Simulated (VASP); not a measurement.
Here is a VASP 6.6.1 calculation.

Contents of INCAR:

```
SYSTEM = Pd
PREC = Accurate
ENCUT = 400
EDIFF = 1E-6
ISMEAR = 0
SIGMA = 0.1
LREAL = .FALSE.
LASPH = .TRUE.
NELM = 120
ALGO = Normal
ISIF = 2
LWAVE = .FALSE.
LCHARG = .FALSE.
GGA = CA
NBANDS = 44
GGA_COMPAT = .FALSE.
```

Contents of KPOINTS:

```
Automatic mesh
0
G
  3 3 3
  0 0 0
```

The input POSCAR:

```
Pd
1.0
    0.0000000000      3.8930000000      3.8930000000
    3.8930000000      0.0000000000      3.8930000000
    3.8930000000      3.8930000000      0.0000000000
Pd
7
Direct
    0.0000000000      0.0000000000      0.2500000000
    0.0000000000      0.5000000000      0.0000000000
    0.0000000000      0.5000000000      0.5000000000
    0.5000000000      0.0000000000      0.0000000000
    0.5000000000      0.0000000000      0.5000000000
    0.5000000000      0.5000000000      0.0000000000
    0.5000000000      0.5000000000      0.5000000000
```

Potentials or basis: VASP PAW LDA potentials, release 64 (Pd).

The run is started by

```console
$ cat potpaw_LDA.64/Pd/POTCAR > POTCAR
$ mpirun -np 1 vasp_std > vasp.out
```

What does it give for the pressure?

-7.5 GPa.

Predict the largest force.

1.709 eV/Å.

Estimate the band gap on the k mesh.

zero (bands 35 and 36 overlap by 0.54 eV).

Stress tensor (GPa, compression positive):
```
-11.73  -3.11   0.00
 -3.11 -11.73   0.00
  0.00   0.00   0.89
```

Caveat: the k points lie up to 0.47 Å⁻¹ apart, too coarse for converged energies and pressures of a metal; forces of over 1 eV/Å act on the atoms, so gaps and moduli don't describe the material at rest.
